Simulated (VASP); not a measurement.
A run of VASP 6.6.1 is set up as follows.

File INCAR:

```
  PREC = Accurate
  ENCUT = 520
  EDIFF = 1E-7
  ISMEAR = 0
  SIGMA = 0.15
  LREAL = False
  LASPH = True
  NELM = 100
  ALGO = Normal
  ISIF = 2
  LWAVE = False
  LCHARG = True
  GGA = PS
  LELF = True
  LVHAR = True
  NBANDS = 66
```

File KPOINTS:

```
regular mesh
0
Gamma
  8 8 8
```

File POSCAR:

```
Ge
1.0
   -3.5217080442      3.5217080442      3.5217080442
    3.5217080442     -3.5217080442      3.5217080442
    3.5217080442      3.5217080442     -3.5217080442
Ge
8
Direct
    0.5000000000      0.0000000000      0.7958385091
    0.7958385091      0.5000000000      0.0000000000
    0.0000000000      0.7958385091      0.5000000000
    0.7041614909      0.7041614909      0.7041614909
    0.5000000000      0.0000000000      0.2041614909
    0.2041614909      0.5000000000      0.0000000000
    0.0000000000      0.2041614909      0.5000000000
    0.2958385091      0.2958385091      0.2958385091
```

Potentials or basis: VASP PAW PBE potentials, release 64 (Ge_d).

The run is started by

```bash
$ cat potpaw_PBE.64/Ge_d/POTCAR > POTCAR
$ mpirun -np 1 vasp_std > vasp.out
```

Task: What does it give for the largest force?

Result: 0.123 eV/Å.

Task: Estimate the band gap on the k mesh.

Result: Zero (bands 56 and 57 overlap by 0.81 eV).

Forces on the atoms (eV/Å):
```
Ge   0.071  0.071 -0.071
Ge  -0.071  0.071  0.071
Ge   0.071 -0.071  0.071
Ge  -0.071 -0.071 -0.071
Ge  -0.071 -0.071  0.071
Ge   0.071 -0.071 -0.071
Ge  -0.071  0.071 -0.071
Ge   0.071  0.071  0.071
```

Caveat: the cell differs from its parent crystal (strain +0.015 along x and y, +0.015 along z); the PAW data sets were made with another functional, which shifts forces and pressure a little.
